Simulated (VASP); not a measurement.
# NaF (F-43m) in VASP: notebook, part 2 of 2

VASP 6.6.1. The steps go on from the part before.

### 3 Single point, r2SCAN

Contents of POSCAR:

```
NaF
1.0
    0.0000000000      2.5312613630      2.5312613630
    2.5312613630      0.0000000000      2.5312613630
    2.5312613630      2.5312613630      0.0000000000
Na F
1 1
Direct
    0.0000000000      0.0000000000      0.0000000000
    0.2500000000      0.2500000000      0.2500000000
```

Contents of INCAR.step1:

```
SYSTEM = NaF
ALGO     = Normal         ! electronic algorithm
EDIFF    = 1E-4           ! SCF threshold, eV
ENCUT    = 520            ! plane-wave cutoff, eV
GGA      = PE             ! functional
ISMEAR   = 0              ! smearing method
LASPH    = .True.         ! aspherical terms in the spheres
LCHARG   = .False.        ! write CHGCAR
LREAL    = .False.        ! projectors in reciprocal space
LWAVE    = .True.         ! write WAVECAR
NBANDS   = 14             ! bands
NELM     = 80             ! most SCF steps
PREC     = Accurate       ! precision mode
SIGMA    = 0.01           ! smearing width, eV
```

Contents of INCAR.step2:

```
SYSTEM = NaF
ALGO     = Normal         ! electronic algorithm
EDIFF    = 1E-7           ! SCF threshold, eV
ENCUT    = 520            ! plane-wave cutoff, eV
ISIF     = 2              ! what is computed and relaxed
ISMEAR   = 0              ! smearing method
ISTART   = 1            
LASPH    = .True.         ! aspherical terms in the spheres
LCHARG   = .False.        ! write CHGCAR
LMIXTAU  = .True.       
LREAL    = .False.        ! projectors in reciprocal space
LWAVE    = .False.        ! write WAVECAR
METAGGA  = R2SCAN         ! meta-GGA
NBANDS   = 14             ! bands
NELM     = 80             ! most SCF steps
PREC     = Accurate       ! precision mode
SIGMA    = 0.01           ! smearing width, eV
```

Contents of KPOINTS:

```
k-points
0
Gamma
  6 6 6
  0 0 0
```

Potentials or basis: VASP PAW PBE potentials, release 64 (Na_pv, F).

Command:

```bash
$ cat potpaw_PBE.64/Na_pv/POTCAR potpaw_PBE.64/F/POTCAR > POTCAR
$ cp INCAR.step1 INCAR
$ mpirun -np 1 vasp_std > vasp.out
$ cp INCAR.step2 INCAR
$ mpirun -np 1 vasp_std > vasp.out
```

OUTCAR:

```text
SYSTEM = NaF
   EDIFF = 1E-7
   ENCUT = 520
   ISIF = 2
   ISMEAR = 0
   ISTART = 1
   LASPH = .True.
   LREAL = .False.
   METAGGA = R2SCAN
   NELM = 80
   PREC = Accurate

 ion  position               nearest neighbor table
   1  0.000  0.000  0.000-   2 2.19   2 2.19   2 2.19   2 2.19
   2  0.250  0.250  0.250-   1 2.19   1 2.19   1 2.19   1 2.19

  LATTYP: Found a face centered cubic cell.
 ALAT       =     5.0625227260

  Lattice vectors:

 A1 = (   0.0000000000,   2.5312613630,   2.5312613630)
 A2 = (   2.5312613630,   0.0000000000,   2.5312613630)
 A3 = (   2.5312613630,   2.5312613630,   0.0000000000)

Analysis of symmetry for initial positions (statically):
=====================================================================
 Subroutine PRICEL returns:
 Original cell was already a primitive cell.

 Routine SETGRP: Setting up the symmetry group for a
 face centered cubic supercell.

 Subroutine GETGRP returns: Found 24 space group operations
 (whereof 24 operations were pure point group operations)
 out of a pool of 48 trial point group operations.

The static configuration has the point symmetry T_d .

Analysis of symmetry for dynamics (positions and initial velocities):
=====================================================================
 Subroutine PRICEL returns:
 Original cell was already a primitive cell.

 Routine SETGRP: Setting up the symmetry group for a
 face centered cubic supercell.

 Subroutine GETGRP returns: Found 24 space group operations
 (whereof 24 operations were pure point group operations)
 out of a pool of 48 trial point group operations.

The dynamic configuration has the point symmetry T_d .

 Subroutine INISYM returns: Found 24 space group operations
 (whereof 24 operations are pure point group operations),
 and found     1 'primitive' translations

----------------------------------------------------------------------------------------

                                     Primitive cell

[... 110 lines left out ...]
   LEPSILON=     F    determine dielectric tensor
   LRPA    =     F    only Hartree local field effects (RPA)
 non-spin polarized calculation
 Gauss-broadening in eV      SIGMA  =   0.01
  energy-cutoff  :      520.00
  volume of cell :       32.44
 maximum number of plane-waves:       893
 NGX is ok and might be reduce to    28
   NGX = 13   NGY = 13   NGZ = 13

 number of electron      13.9999982 magnetization

 Free energy of the ion-electron system (eV)
  ---------------------------------------------------
  ext. energy  EPLUGINS =         0.00000000
  ---------------------------------------------------
  free energy    TOTEN  =       -12.32157345 eV

  energy without entropy =      -12.32157345  energy(sigma->0) =      -12.32157345

 E-fermi :  -3.9146     XC(G=0):  -8.2303

 val. band max:       -3.9932845265   @ k =   0.0000   0.0000   0.0000
 cond. band min:       2.2808698831   @ k =   0.0000   0.0000   0.0000
 fundamental gap:      6.2741544096
 Fermi energy:        -3.9145854438

 k-point     1 :       0.0000    0.0000    0.0000
  band No.  band energies     occupation
      1     -23.8600      2.00000
      2     -23.4045      2.00000
      3     -23.4042      2.00000
      4     -23.4042      2.00000
      5      -3.9933      2.00000
      6      -3.9933      2.00000
      7      -3.9933      2.00000
      8       2.2809      0.00000
      9      16.5105      0.00000
     10      16.5105      0.00000
     11      16.5107      0.00000
     12      17.7703      0.00000
     13      17.7703      0.00000
     14      17.7705      0.00000
[... 241 lines left out ...]
      1     -24.3624      2.00000
      2     -23.4441      2.00000
      3     -23.4333      2.00000
      4     -22.7943      2.00000
      5      -4.5886      2.00000
      6      -4.2888      2.00000
      7      -4.1656      2.00000
      8       6.9203      0.00000
      9       8.8003      0.00000
     10      12.0650      0.00000
     11      12.3954      0.00000
     12      17.0294      0.00000
     13      19.0730      0.00000
     14      21.1680      0.00000

------------------------ aborting loop because EDIFF is reached ----------------------------------------

  FORCE on cell =-STRESS in cart. coord.  units (eV):
  Direction    XX          YY          ZZ          XY          YZ          ZX
  --------------------------------------------------------------------------------------
  -------------------------------------------------------------------------------------
  Total       -0.0680275     -0.0680275     -0.0680275      0.0000000      0.0000000      0.0000000
  in kB       -3.3601150     -3.3601150     -3.3601150      0.0000000      0.0000000      0.0000000
  external PRESSURE =      -3.3601150 kB  Pullay stress =       0.0000000 kB

 VOLUME and BASIS-vectors are now :
 -----------------------------------------------------------------------------
  energy-cutoff  :      520.00
  volume of cell :       32.44
      direct lattice vectors                 reciprocal lattice vectors
     0.000000000  2.531261363  2.531261363    -0.197529977  0.197529977  0.197529977
     2.531261363  0.000000000  2.531261363     0.197529977 -0.197529977  0.197529977
     2.531261363  2.531261363  0.000000000     0.197529977  0.197529977 -0.197529977

 POSITION                                       TOTAL-FORCE (eV/Angst)
 -----------------------------------------------------------------------------------
      0.00000      0.00000      0.00000        -0.000000      0.000000     -0.000000
      1.26563      1.26563      1.26563         0.000000     -0.000000      0.000000
 -----------------------------------------------------------------------------------
    total drift:                                0.000019      0.000019      0.000019

  FREE ENERGIE OF THE ION-ELECTRON SYSTEM (eV)
  ---------------------------------------------------
  free  energy   TOTEN  =       -12.3215734494 eV

  energy  without entropy=      -12.3215734494  energy(sigma->0) =      -12.32157345
```

OSZICAR.step1:

```text
N       E                     dE             d eps       ncg     rms          rms(c)
DAV:   1     0.112679964757E+03    0.11268E+03   -0.77368E+03   448   0.111E+03
DAV:   2    -0.311118101296E+01   -0.11579E+03   -0.10888E+03   496   0.333E+02
DAV:   3    -0.950933373143E+01   -0.63982E+01   -0.63861E+01   562   0.729E+01
DAV:   4    -0.956923758063E+01   -0.59904E-01   -0.59902E-01   502   0.783E+00
DAV:   5    -0.956998095963E+01   -0.74338E-03   -0.74338E-03   574   0.863E-01    0.604E+00
DAV:   6    -0.838755753844E+01    0.11824E+01   -0.42046E+00   624   0.165E+01    0.207E+00
DAV:   7    -0.837093321143E+01    0.16624E-01   -0.38743E-02   454   0.203E+00    0.119E+00
DAV:   8    -0.838151124011E+01   -0.10578E-01   -0.43772E-02   490   0.330E+00    0.209E-01
DAV:   9    -0.838420805730E+01   -0.26968E-02   -0.93541E-03   514   0.103E+00    0.199E-01
DAV:  10    -0.838374803783E+01    0.46002E-03   -0.36286E-03   526   0.779E-01    0.192E-02
DAV:  11    -0.838375038147E+01   -0.23436E-05   -0.79869E-05   494   0.951E-02
   1 F= -.83837504E+01 E0= -.83837504E+01  d E =-.122181E-16
```

Run time: 75 s. Hardware: 1 thread of Intel Xeon 8259CL, shared host; peak memory 0.16 GiB.

What came out:

```
Free energy            : -12.3216 eV
Pressure               : -0.3 GPa
Band gap on the k mesh : 6.27 eV
```

Caveat: the PAW data sets were made with another functional, which shifts forces and pressure a little.

### 4 Single point, HSE06

POSCAR is that of step 3.

Contents of INCAR.step1:

```
ALGO = Normal
EDIFF = 1E-5
ENCUT = 520
GGA = PE
ISIF = 2
ISMEAR = 0
LASPH = T
LCHARG = F
LREAL = F
LWAVE = T
NBANDS = 14
NELM = 100
PREC = Accurate
SIGMA = 0.01
```

Contents of INCAR.step2:

```
ALGO = Normal
EDIFF = 1E-7
ENCUT = 520
GGA = PE
HFSCREEN = 0.2079
ISIF = 2
ISMEAR = 0
ISTART = 1
LASPH = T
LCHARG = F
LHFCALC = T
LREAL = F
LWAVE = F
NBANDS = 14
NELM = 100
PREC = Accurate
PRECFOCK = Normal
SIGMA = 0.01
```

Contents of KPOINTS:

```
k-points
0
Gamma
  6 6 6
```

Potentials or basis: VASP PAW PBE potentials, release 64 (Na_pv, F).

Command:

```bash
$ cat potpaw_PBE.64/Na_pv/POTCAR potpaw_PBE.64/F/POTCAR > POTCAR
$ cp INCAR.step1 INCAR
$ mpirun -np 1 vasp_std > vasp.out
$ cp INCAR.step2 INCAR
$ mpirun -np 1 vasp_std > vasp.out
```

OUTCAR:

```text
EDIFF = 1E-7
   ENCUT = 520
   GGA = PE
   HFSCREEN = 0.2079
   ISIF = 2
   ISMEAR = 0
   ISTART = 1
   LASPH = T
   LHFCALC = T
   LREAL = F
   NELM = 100
   PREC = Accurate
   PRECFOCK = Normal

 ion  position               nearest neighbor table
   1  0.000  0.000  0.000-   2 2.19   2 2.19   2 2.19   2 2.19
   2  0.250  0.250  0.250-   1 2.19   1 2.19   1 2.19   1 2.19

[... 459 lines left out ...]
     13      19.4853      0.00000
     14      21.3795      0.00000

------------------------ aborting loop because EDIFF is reached ----------------------------------------

  FORCE on cell =-STRESS in cart. coord.  units (eV):
  Direction    XX          YY          ZZ          XY          YZ          ZX
  --------------------------------------------------------------------------------------
  -------------------------------------------------------------------------------------
  Total        0.1808249      0.1808249      0.1808249      0.0000000      0.0000000     -0.0000000
  in kB        8.9315725      8.9315725      8.9315725      0.0000000      0.0000000     -0.0000000
  external PRESSURE =       8.9315725 kB  Pullay stress =       0.0000000 kB

 VOLUME and BASIS-vectors are now :
 -----------------------------------------------------------------------------
  energy-cutoff  :      520.00
  volume of cell :       32.44
      direct lattice vectors                 reciprocal lattice vectors
     0.000000000  2.531261363  2.531261363    -0.197529977  0.197529977  0.197529977
     2.531261363  0.000000000  2.531261363     0.197529977 -0.197529977  0.197529977
     2.531261363  2.531261363  0.000000000     0.197529977  0.197529977 -0.197529977

 POSITION                                       TOTAL-FORCE (eV/Angst)
 -----------------------------------------------------------------------------------
      0.00000      0.00000      0.00000        -0.000000     -0.000000     -0.000000
      1.26563      1.26563      1.26563         0.000000      0.000000      0.000000
 -----------------------------------------------------------------------------------
    total drift:                                0.000000     -0.000001     -0.000001

  FREE ENERGIE OF THE ION-ELECTRON SYSTEM (eV)
  ---------------------------------------------------
  free  energy   TOTEN  =       -10.1148530503 eV

  energy  without entropy=      -10.1148530503  energy(sigma->0) =      -10.11485305
```

OUTCAR.step1:

```text
EDIFF = 1E-5
   ENCUT = 520
   GGA = PE
   ISIF = 2
   ISMEAR = 0
[... 483 lines left out ...]
 -----------------------------------------------------------------------------------
      0.00000      0.00000      0.00000        -0.000000     -0.000000     -0.000000
      1.26563      1.26563      1.26563         0.000000      0.000000      0.000000
 -----------------------------------------------------------------------------------
    total drift:                               -0.000000     -0.000000     -0.000000

  FREE ENERGIE OF THE ION-ELECTRON SYSTEM (eV)
  ---------------------------------------------------
  free  energy   TOTEN  =        -8.3837503818 eV

  energy  without entropy=       -8.3837503818  energy(sigma->0) =       -8.38375038
```

It took 36 min on 1 thread of Intel Xeon 8259CL, shared host; peak memory 0.26 GiB.

What came out:

```
Free energy            : -10.1149 eV
Pressure               : 0.9 GPa
Band gap on the k mesh : 7.64 eV
```

Caveat: the PAW data sets were made with another functional, which shifts forces and pressure a little.

### 5 Single point, PBE0

POSCAR is that of step 4.

Contents of INCAR.step1:

```
SYSTEM = NaF
PREC = Accurate
ENCUT = 520
EDIFF = 1E-5
ISMEAR = 0
SIGMA = 0.01
LREAL = .False.
LASPH = .True.
NELM = 100
ALGO = Normal
ISIF = 2
LWAVE = .True.
NBANDS = 14
GGA = PE
```

Contents of INCAR.step2:

```
SYSTEM = NaF
PREC = Accurate
ENCUT = 520
EDIFF = 1E-7
ISMEAR = 0
SIGMA = 0.01
LREAL = .False.
LASPH = .True.
NELM = 100
ALGO = Normal
ISIF = 2
LWAVE = .False.
LCHARG = .True.
GGA = PE
LHFCALC = .True.
AEXX = 0.25
PRECFOCK = Normal
LELF = .True.
LVHAR = .True.
NBANDS = 14
ISTART = 1
```

Contents of KPOINTS:

```
regular mesh
0
Gamma
  6 6 6
  0 0 0
```

Command:

```bash
$ cat potpaw_PBE.64/Na_pv/POTCAR potpaw_PBE.64/F/POTCAR > POTCAR
$ cp INCAR.step1 INCAR
$ mpirun -np 1 vasp_std > vasp.out
$ cp INCAR.step2 INCAR
$ mpirun -np 1 vasp_std > vasp.out
```

It took 34 min on 1 thread of Intel Xeon 8259CL, shared host; peak memory 0.17 GiB.

It converged, with:

```yaml
Free_energy: -10.6401 eV
Pressure: 0.9 GPa
Band_gap_on_the_k_mesh: 8.42 eV
```

Levels at points of the mesh, in eV from the valence-band top:
```
           k point  band 3  band 4  band 5  band 6  band 7  band 8  band 9  band 10  band 11  band 12
(0.00, 0.00, 0.00)  -20.27  -20.27    0.00    0.00    0.00    8.42   22.43    22.43    22.43    24.06
(0.50, 0.00, 0.00)  -20.29  -19.56   -0.86   -0.04   -0.04   12.83   13.88    20.22    20.22    23.44
(0.50, 0.50, 0.00)  -20.30  -19.43   -0.79   -0.17   -0.17   12.78   14.96    19.42    20.25    20.25
```

Caveat: the PAW data sets were made with another functional, which shifts forces and pressure a little.

### 6 Overview

```tsv
level	grid for exact exchange (PRECFOCK)	share of exact exchange	screening parameter	gap on the mesh (eV)	pressure (GPa)
PBE	-	-	-	5.61	2.0
r2SCAN	-	-	-	6.27	-0.3
HSE06	Normal	0.25	0.2079 1/Å	7.64	0.9
PBE0	Normal	0.25	-	8.42	0.9
```

Alike in all rows: task single point; potentials or basis VASP PAW PBE potentials, release 64 (Na_pv, F); no spin polarisation; cell as given; k mesh 6 × 6 × 6; cutoff (eV) 520; smearing gaussian 0.01 eV.

On the cell as given the gap runs from 5.61 eV (PBE) to 8.42 eV (PBE0). The pressure there spans -0.3 GPa (r2SCAN) to 2.0 GPa (PBE); a positive pressure means that this level wants a larger cell, a negative one a smaller.

Caveats: the PAW data sets were made with another functional, which shifts forces and pressure a little (at least some runs).

Absolute energies hang on the potentials; compare differences alone.
